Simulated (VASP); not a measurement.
# SnSe in VASP: a series of runs, part 2 of 2

VASP 6.6.1. Earlier steps stand in the parts before.

### Step 3. Relaxation of cell and atoms, PBE

This run uses another cell than the first one.

The input, INCAR:

```
PREC     = Accurate       # precision mode
ENCUT    = 600            # plane-wave cutoff, eV
EDIFF    = 1E-7           # SCF threshold, eV
ISMEAR   = -1             # smearing method
SIGMA    = 0.05           # smearing width, eV
LREAL    = F              # projectors in reciprocal space
LASPH    = T              # aspherical terms in the spheres
NELM     = 100            # most SCF steps
ALGO     = Normal         # electronic algorithm
ISIF     = 3              # what is computed and relaxed
LWAVE    = F              # write WAVECAR
LCHARG   = F              # write CHGCAR
GGA      = PE             # functional
IBRION   = 2              # ionic algorithm
NSW      = 60             # ionic steps
EDIFFG   = -0.01          # ionic threshold
```

The input, KPOINTS:

```
Automatic mesh
0
Gamma
  6 6 3
```

The input, POSCAR:

```
SnSe
1.0
    4.2853274191      0.0000000000      0.0000000000
    0.0000000000      4.2853274191      0.0000000000
    0.0000000000      0.0000000000     10.9906921300
Sn Se
2 2
Direct
    0.0000000000      0.5000000000      0.6277708900
    0.5000000000      0.0000000000      0.3722291100
    0.0000000000      0.5000000000      0.3839605100
    0.5000000000      0.0000000000      0.6160394900
```

Potentials or basis: VASP PAW PBE potentials, release 64 (Sn_d, Se).

Started as:

```bash
$ cat potpaw_PBE.64/Sn_d/POTCAR potpaw_PBE.64/Se/POTCAR > POTCAR
$ mpirun -np 1 vasp_std > vasp.out
```

OUTCAR:

```text
PREC = Accurate
   ENCUT = 600
   EDIFF = 1E-7
   ISMEAR = -1
   LREAL = F
   LASPH = T
   NELM = 100
   ISIF = 3
   GGA = PE
   IBRION = 2
   NSW = 60
   EDIFFG = -0.01

 ion  position               nearest neighbor table
   1  0.000  0.500  0.628-   3 2.68   4 3.03   4 3.03   4 3.03   4 3.03
   2  0.500  0.000  0.372-   4 2.68   3 3.03   3 3.03   3 3.03   3 3.03
   3  0.000  0.500  0.384-   1 2.68   2 3.03   2 3.03   2 3.03   2 3.03
   4  0.500  0.000  0.616-   2 2.68   1 3.03   1 3.03   1 3.03   1 3.03

  LATTYP: Found a simple tetragonal cell.
 ALAT       =     4.2853274191
 C/A-ratio  =     2.5647263453

  Lattice vectors:

 A1 = (   4.2853274191,   0.0000000000,   0.0000000000)
 A2 = (   0.0000000000,   4.2853274191,   0.0000000000)
 A3 = (   0.0000000000,   0.0000000000,  10.9906921300)

Analysis of symmetry for initial positions (statically):
=====================================================================
 Subroutine PRICEL returns:
 Original cell was already a primitive cell.

 Routine SETGRP: Setting up the symmetry group for a
 simple tetragonal supercell.

 Subroutine GETGRP returns: Found 16 space group operations
 (whereof  8 operations were pure point group operations)
 out of a pool of 16 trial point group operations.

The static configuration has the point symmetry D_2d.
 The point group associated with its full space group is D_4h.

Analysis of symmetry for dynamics (positions and initial velocities):
=====================================================================
 Subroutine PRICEL returns:
 Original cell was already a primitive cell.

 Routine SETGRP: Setting up the symmetry group for a
 simple tetragonal supercell.

 Subroutine GETGRP returns: Found 16 space group operations
 (whereof  8 operations were pure point group operations)
 out of a pool of 16 trial point group operations.

The dynamic configuration has the point symmetry D_2d.
 The point group associated with its full space group is D_4h.

[... 118 lines left out ...]
  volume/ion in A,a.u.               =      50.46       340.51
  Fermi-wavevector in a.u.,A,eV,Ry     =   0.954473  1.803693 12.395171  0.911019
  Thomas-Fermi vector in A             =   2.083223
   LORBIT       =      0    0 simple, 1 ext, 2 COOP (PROOUT), +10 PAW based schemes
   GGA     = PE    functional components
   LHFCALC =     F    Hartree Fock is set to
   AEXX    =    0.0000 exact exchange contribution
   IVDW    =     0    specifies the selected vdW correction
   LEPSILON=     F    determine dielectric tensor
   LRPA    =     F    only Hartree local field effects (RPA)
 conjugate gradient relaxation of ions
 non-spin polarized calculation
  energy-cutoff  :      600.00
  volume of cell :      201.83
 maximum number of plane-waves:      6767
 NGX is ok and might be reduce to    36
   NGX = 17   NGY = 17   NGZ = 43

--------------------------------------- Ionic step        1  -------------------------------------------

 number of electron      40.0000002 magnetization

 Free energy of the ion-electron system (eV)
  ---------------------------------------------------
  ext. energy  EPLUGINS =         0.00000000
  ---------------------------------------------------
  free energy    TOTEN  =       -16.24899320 eV

  energy without entropy =      -16.24899308  energy(sigma->0) =      -16.24899314

------------------------ aborting loop because EDIFF is reached ----------------------------------------

  FORCE on cell =-STRESS in cart. coord.  units (eV):
  Direction    XX          YY          ZZ          XY          YZ          ZX
  --------------------------------------------------------------------------------------
  -------------------------------------------------------------------------------------
  Total        0.6614762      0.6614762      1.0956879      0.0000000      0.0000000      0.0000000
  in kB        5.2508756      5.2508756      8.6976991      0.0000000      0.0000000      0.0000000
  external PRESSURE =       6.3998168 kB  Pullay stress =       0.0000000 kB
[... 95 lines left out ...]
  FREE ENERGIE OF THE ION-ELECTRON SYSTEM (eV)
  ---------------------------------------------------
  free  energy   TOTEN  =       -16.2603267584 eV

  energy  without entropy=      -16.2603266532  energy(sigma->0) =      -16.26032671

[... ionic steps 4 to 8 ...]

--------------------------------------- Ionic step        9  -------------------------------------------

 number of electron      40.0000009 magnetization

------------------------ aborting loop because EDIFF is reached ----------------------------------------
[... 71 lines left out ...]
--------------------------------------- Ionic step       11  -------------------------------------------

 number of electron      40.0000007 magnetization

 Free energy of the ion-electron system (eV)
  ---------------------------------------------------
  ext. energy  EPLUGINS =         0.00000000
  ---------------------------------------------------
  free energy    TOTEN  =       -16.26986943 eV

  energy without entropy =      -16.26986927  energy(sigma->0) =      -16.26986935

 E-fermi :   1.2401     XC(G=0):  -5.9891

 val. band max:        0.4822063652   @ k =   0.3333   0.0000   0.3333
 cond. band min:       1.9927531461   @ k =   0.5000   0.0000   0.0000
 fundamental gap:      1.5105467809
 Fermi energy:         1.2400885044

 k-point     1 :       0.0000    0.0000    0.0000
  band No.  band energies     occupation
      1     -20.6063      2.00000
      2     -20.6000      2.00000
      3     -20.5978      2.00000
      4     -20.5942      2.00000
      5     -20.5895      2.00000
      6     -20.5675      2.00000
[... 560 lines left out ...]
  FREE ENERGIE OF THE ION-ELECTRON SYSTEM (eV)
  ---------------------------------------------------
  free  energy   TOTEN  =       -16.2698694308 eV

  energy  without entropy=      -16.2698692732  energy(sigma->0) =      -16.26986935

 reached required accuracy - stopping structural energy minimisation
```

CONTCAR:

```text
SnSe
   1.00000000000000
     4.3150336401070541    0.0000000000000000    0.0000000000000000
     0.0000000000000000    4.3150336401070541    0.0000000000000000
     0.0000000000000000    0.0000000000000000   11.0639559262832954
  Sn              Se
     2     2
Direct
     1.0000000000000000    0.5000000000000000    0.6225135133743765
     0.5000000000000000    1.0000000000000000    0.3774864866256233
     0.0000000000000000    0.5000000000000000    0.3767170122279757
     0.5000000000000000    1.0000000000000000    0.6232829877720243

  0.00000000E+00  0.00000000E+00  0.00000000E+00
  0.00000000E+00  0.00000000E+00  0.00000000E+00
  0.00000000E+00  0.00000000E+00  0.00000000E+00
  0.00000000E+00  0.00000000E+00  0.00000000E+00
```

Run time: 19 min. Hardware: 1 thread of Intel Xeon Platinum 8259CL at 2.50GHz (Skylake/Cascade Lake), shared host; peak memory 0.41 GiB.

What came out:

```
Free energy                           : -16.2699 eV
Relaxed cell                          : a = 4.315 Å, b = 4.315 Å, c = 11.064 Å, α = 90.00°, β = 90.00°, γ = 90.00°
Space group after relaxing (to 0.1 Å) : P4/nmm (No. 129)
Energy gained by relaxing             : 5.2 meV/atom
Ionic steps                           : 11
Largest force after relaxing          : 0.007 eV/Å
Band gap on the k mesh                : 1.51 eV (least direct gap 1.55 eV)
```

Forces in eV/Å, atoms in the order of the input:
```
Sn   0.000  0.000  0.007
Sn   0.000  0.000 -0.007
Se   0.000  0.000  0.001
Se   0.000  0.000 -0.001
```

Step by step:
```
step  energy change (eV)  largest force (eV/Å)  pressure (GPa)  volume (Å³)
   1              0.0000                0.2649            0.64       201.83
   2             -0.0089                0.1734           -0.29       207.78
   3             -0.0113                0.0749           -0.01       205.84
   4             -0.0122                0.0688           -0.01       205.95
   5             -0.0145                0.0674           -0.04       206.28
   6             -0.0173                0.0707           -0.09       206.92
   7             -0.0147                0.0819           -0.19       208.21
   8             -0.0177                0.0714           -0.12       207.26
   9             -0.0183                0.0641           -0.10       207.13
  10             -0.0198                0.0422           -0.07       206.76
  11             -0.0209                0.0072            0.01       206.01
```

Final structure:
```xyz
4
Lattice="4.3150 0.0000 0.0000 0.0000 4.3150 0.0000 0.0000 0.0000 11.0640" Properties=species:S:1:pos:R:3 pbc="T T T"
Sn    4.3150    2.1575    6.8875
Sn    2.1575    4.3150    4.1765
Se    0.0000    2.1575    4.1680
Se    2.1575    4.3150    6.8960
```

Caveat: there is no dipole correction, which matters where the two faces differ; the relaxation moved the vacuum too, so the length across it says nothing of the material; spin-orbit coupling is left out, which moves the levels of the heavy elements.
